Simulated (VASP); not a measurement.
Input of a VASP 6.6.1 run:

INCAR

```
SYSTEM = MnO
PREC = Accurate
ENCUT = 520
EDIFF = 1E-6
ISMEAR = -1
SIGMA = 0.05
LREAL = .FALSE.
LASPH = .TRUE.
NELM = 150
ALGO = Normal
ISIF = 2
LWAVE = .FALSE.
LCHARG = .TRUE.
ISPIN = 2
MAGMOM = 4 0
LORBIT = 11
LMAXMIX = 4
GGA = PE
LELF = .TRUE.
LVHAR = .TRUE.
NBANDS = 20
```

File KPOINTS:

```
Automatic mesh
0
G
  10 10 9
  0 0 0
```

The input POSCAR:

```
MnO
1.0
    2.9495558739      0.0000000000      0.0000000000
   -1.4747779419      2.5543903124      0.0000000000
    0.0000000000      0.0000000000      2.8786204021
Mn O
1 1
Direct
    0.0000000000      0.0000000000      0.0000000000
    0.6666666667      0.3333333333      0.5000000000
```

Potentials or basis: VASP PAW PBE potentials, release 64 (Mn_pv, O).

Run with:

```console
$ cat potpaw_PBE.64/Mn_pv/POTCAR potpaw_PBE.64/O/POTCAR > POTCAR
$ mpirun -np 1 vasp_std > vasp.out
```

Task: Estimate the pressure.

Result: 0.5 GPa.

Task: Estimate the net moment.

Result: 4.68 μB per cell.

Stress tensor (GPa, compression positive):
```
 5.72  0.00  0.00
 0.00  5.72  0.00
 0.00  0.00 -9.93
```

Caveat: a cell with one magnetic atom can't hold antiferromagnetic order, which such compounds often take.
